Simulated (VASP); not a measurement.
Input of a VASP 6.6.1 run:

File INCAR:

```
ALGO     = Normal         # electronic algorithm
EDIFF    = 1E-8           # SCF threshold, eV
ENCUT    = 520            # plane-wave cutoff, eV
GGA      = CA             # functional
ISIF     = 2              # what is computed and relaxed
ISMEAR   = -1             # smearing method
LASPH    = True           # aspherical terms in the spheres
LCHARG   = False          # write CHGCAR
LEFG     = True         
LREAL    = False          # projectors in reciprocal space
LWAVE    = False          # write WAVECAR
NBANDS   = 16             # bands
NELM     = 100            # most SCF steps
PREC     = Accurate       # precision mode
SIGMA    = 0.05           # smearing width, eV
```

File KPOINTS:

```
k-points
0
Gamma
  12 12 9
```

The input POSCAR:

```
ZrB2
1.0
    3.1544144627      0.0000000000      0.0000000000
   -1.5772072314      2.7318030588      0.0000000000
    0.0000000000      0.0000000000      3.5082273368
Zr B
1 2
Direct
    0.0000000000      0.0000000000      0.0000000000
    0.3333333333      0.6666666667      0.5000000000
    0.6666666667      0.3333333333      0.5000000000
```

Potentials or basis: VASP PAW LDA potentials, release 64 (Zr_sv, B).

Run with:

```console
$ cat potpaw_LDA.64/Zr_sv/POTCAR potpaw_LDA.64/B/POTCAR > POTCAR
$ mpirun -np 1 vasp_std > vasp.out
```

Question: What does it give for the band gap on the k mesh?

Answer: Zero (band 9 reaches 11.40 eV, above the bottom of band 10 at 10.12 eV).

Question: Predict the pressure.

Answer: -4.4 GPa.

Stress tensor (GPa, compression positive):
```
-4.79  0.00  0.00
 0.00 -4.79  0.00
 0.00  0.00 -3.68
```

Caveat: without QUAD_EFG the Cq values of the log hold for a quadrupole moment of 1 mb, not for the nuclei.
